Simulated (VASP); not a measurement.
Input of a VASP 6.6.1 run:

INCAR

```
ALGO = Normal
EDIFF = 1E-6
ENCUT = 520
GGA = PS
ISIF = 2
ISMEAR = -1
LASPH = T
LCHARG = T
LELF = T
LREAL = F
LVHAR = T
LWAVE = F
NBANDS = 21
NELM = 80
PREC = Accurate
SIGMA = 0.1
```

File KPOINTS:

```
k-points
0
Gamma
  11 11 6
```

Contents of POSCAR:

```
Ge
1.0
    1.4880529300     -2.5946896100      0.0000000000
    1.4880529300      2.5946896100      0.0000000000
    0.0000000000      0.0000000000      4.7275957900
Ge
2
Direct
    0.6665533700      0.3334466300      0.2500000000
    0.3334466300      0.6665533700      0.7500000000
```

Potentials or basis: VASP PAW PBE potentials, release 64 (Ge_d).

Launch:

```bash
$ cat potpaw_PBE.64/Ge_d/POTCAR > POTCAR
$ mpirun -np 1 vasp_std > vasp.out
```

Question: What does it give for the largest force?

Answer: 0.005 eV/Å.

Question: What does it give for the pressure?

Answer: 0.6 GPa.

Question: Predict the band gap on the k mesh.

Answer: Zero (bands 14 and 15 overlap by 9.37 eV).

Stress tensor (GPa, compression positive):
```
-1.60  0.00  0.00
 0.00 -1.56  0.00
 0.00  0.00  4.83
```

Caveat: the PAW data sets were made with another functional, which shifts forces and pressure a little.
